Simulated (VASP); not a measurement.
Set up this calculation in VASP 6.6.1, as the native input.

```
Task                   : single point
Functional             : PBEsol
Potentials or basis    : VASP PAW PBE potentials, release 64 (Na_pv)
Cutoff                 : 520 eV
k mesh                 : 8 × 8 × 5
Occupations            : fermi-dirac, width 0.05 eV
Spin                   : no spin polarisation
Dipole correction      : no
Further INCAR settings : ALGO = Normal; EDIFF = 1e-07; NBANDS = 14
```

The structure of Na lies in POSCAR:

```
Na
1.0
    3.7919477469      0.0000000000      0.0000000000
   -1.8959738735      3.2839230787      0.0000000000
    0.0000000000      0.0000000000      6.1947561546
Na
2
Direct
    0.6666666667      0.3333333333      0.7500000000
    0.3333333333      0.6666666667      0.2500000000
```

These files were run (other wordings do the same):

INCAR

```
PREC = Accurate ; ENCUT = 520
EDIFF = 1E-7 ; ISMEAR = -1
SIGMA = 0.05 ; LREAL = False
LASPH = True ; NELM = 60
ALGO = Normal ; ISIF = 2
LWAVE = False ; LCHARG = True
GGA = PS ; LELF = True
LVHAR = True ; NBANDS = 14
```

KPOINTS

```
Automatic mesh
0
Gamma
  8 8 5
```

Potentials or basis: VASP PAW PBE potentials, release 64 (Na_pv).

Run with:

```sh
$ cat potpaw_PBE.64/Na_pv/POTCAR > POTCAR
$ mpirun -np 1 vasp_std > vasp.out
```

Results of the run:

```json
{
  "Pressure": "-0.4 GPa",
  "Band gap on the k mesh": "zero (band 7 reaches 1.61 eV, above the bottom of band 8 at -1.56 eV)"
}
```

Caveat: the PAW data sets were made with another functional, which shifts forces and pressure a little.

Run time: 10 s on 1 thread of Intel(R) Xeon(R) 6975P-C (Granite Rapids) (shared host), peak memory 0.17 GiB.
